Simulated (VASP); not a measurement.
Wanted: the native input for a VASP 6.6.1 run.

```yaml
Task: single point
Functional: PBE
Potentials_or_basis: VASP PAW PBE potentials, release 64 (Si, Ge_d)
Cutoff: 520 eV
k_mesh: 10 × 10 × 6
Occupations: gaussian, width 0.01 eV
Spin: no spin polarisation
Dipole_correction: no
Further_INCAR_settings: ALGO = Normal; EDIFF = 1e-06; NBANDS = 31
```

The structure of SiGe3 lies in POSCAR:

```
SiGe3
1.0
    4.0126313512      0.0000000000      0.0000000000
    0.0000000000      4.0126313512      0.0000000000
    0.0000000000      0.0000000000      5.6797825916
Si Ge
1 3
Direct
    0.5000000000      0.5000000000      0.0000000000
    0.5000000000      0.0000000000      0.7564559530
    0.0000000000      0.5000000000      0.2435440470
    0.0000000000      0.0000000000      0.5000000000
```

The input as run:

INCAR

```
PREC     = Accurate       # precision mode
ENCUT    = 520            # plane-wave cutoff, eV
EDIFF    = 1E-6           # SCF threshold, eV
ISMEAR   = 0              # smearing method
SIGMA    = 0.01           # smearing width, eV
LREAL    = F              # projectors in reciprocal space
LASPH    = T              # aspherical terms in the spheres
NELM     = 60             # most SCF steps
ALGO     = Normal         # electronic algorithm
ISIF     = 2              # what is computed and relaxed
LWAVE    = F              # write WAVECAR
LCHARG   = F              # write CHGCAR
GGA      = PE             # functional
NBANDS   = 31             # bands
```

KPOINTS

```
regular mesh
0
Gamma
  10 10 6
```

Potentials or basis: VASP PAW PBE potentials, release 64 (Si, Ge_d).

Launch:

```console
$ cat potpaw_PBE.64/Si/POTCAR potpaw_PBE.64/Ge_d/POTCAR > POTCAR
$ mpirun -np 1 vasp_std > vasp.out
```

It gave:

* Pressure: 0.0 GPa
* Largest force: 0.004 eV/Å
* Band gap on the k mesh: 0.16 eV (least direct gap 0.41 eV)

Caveat: semilocal functionals underestimate gaps, and a narrow one can read as zero.

Wall time 85 s on 1 thread of Intel(R) Xeon(R) 6975P-C (Granite Rapids), on a shared host, peak memory 0.31 GiB.
